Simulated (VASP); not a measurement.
A run of VASP 6.6.1 is set up as follows.

File INCAR:

```
SYSTEM = Os
PREC     = Accurate       ! precision mode
ENCUT    = 600            ! plane-wave cutoff, eV
EDIFF    = 1E-6           ! SCF threshold, eV
ISMEAR   = -1             ! smearing method
SIGMA    = 0.15           ! smearing width, eV
LREAL    = .False.        ! projectors in reciprocal space
LASPH    = .True.         ! aspherical terms in the spheres
NELM     = 120            ! most SCF steps
ALGO     = Normal         ! electronic algorithm
ISIF     = 2              ! what is computed and relaxed
LWAVE    = .False.        ! write WAVECAR
LCHARG   = .False.        ! write CHGCAR
GGA      = PE             ! functional
NBANDS   = 15             ! bands
GGA_COMPAT= .False.
```

KPOINTS

```
Automatic mesh
0
Gamma
  18 18 10
  0 0 0
```

Contents of POSCAR:

```
Os
1.0
    2.7350451960      0.0000000000      0.0000000000
   -1.3675225980      2.3686186202      0.0000000000
    0.0000000000      0.0000000000      4.3227725702
Os
2
Direct
    0.3333333333      0.6666666667      0.2500000000
    0.6666666667      0.3333333333      0.7500000000
```

Potentials or basis: VASP PAW PBE potentials, release 64 (Os).

Run with:

```sh
$ cat potpaw_PBE.64/Os/POTCAR > POTCAR
$ mpirun -np 1 vasp_std > vasp.out
```

(1) What does it give for the pressure?

(2) Estimate the band gap on the k mesh.

Answers

(1) 8.6 GPa.

(2) zero (bands 8 and 9 overlap by 3.93 eV).

Caveat: the cell stands under pressure; spin-orbit coupling is left out, which moves the levels of the heavy elements.
